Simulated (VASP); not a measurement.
Ca:

```
Ca
1.0
     3.57124    0.00000    0.00000
     0.00000    3.57124    0.00000
     0.00000    0.00000    3.57124
Ca
1
Direct
  0.00000 0.00000 0.00000
```

This isn't the form of Ca at room conditions, which is fcc.

- Program: VASP 6.6.1
- Task: relaxation of cell and atoms
- Functional: PBE
- Potentials or basis: VASP PAW PBE potentials, release 64 (Ca_sv)
- Cutoff: 600 eV
- k mesh: 12 × 12 × 12
- Occupations: fermi-dirac, width 0.1 eV
- Spin: no spin polarisation

At the start: pressure -0.4 GPa; volume 45.55 Å³/atom.

How do energy, volume and symmetry change on relaxing?

Over 3 steps the energy falls by 2.0 meV/atom and the volume is 43.87 Å³/atom (-3.7 %); space group Pm-3m (No. 221, to 0.1 Å) before and after.

The path:
```tsv
step	energy change (eV)	largest force (eV/Å)	pressure (GPa)	volume (Å³)
1	0.0000	0.0000	-0.37	45.55
2	-0.0013	0.0000	-0.23	44.85
3	-0.0020	0.0000	-0.01	43.87
```

Final structure:
```xyz
1
Lattice="3.5268 0.0000 0.0000 0.0000 3.5268 0.0000 0.0000 0.0000 3.5268" Properties=species:S:1:pos:R:3 pbc="T T T"
Ca    0.0000    0.0000    0.0000
```
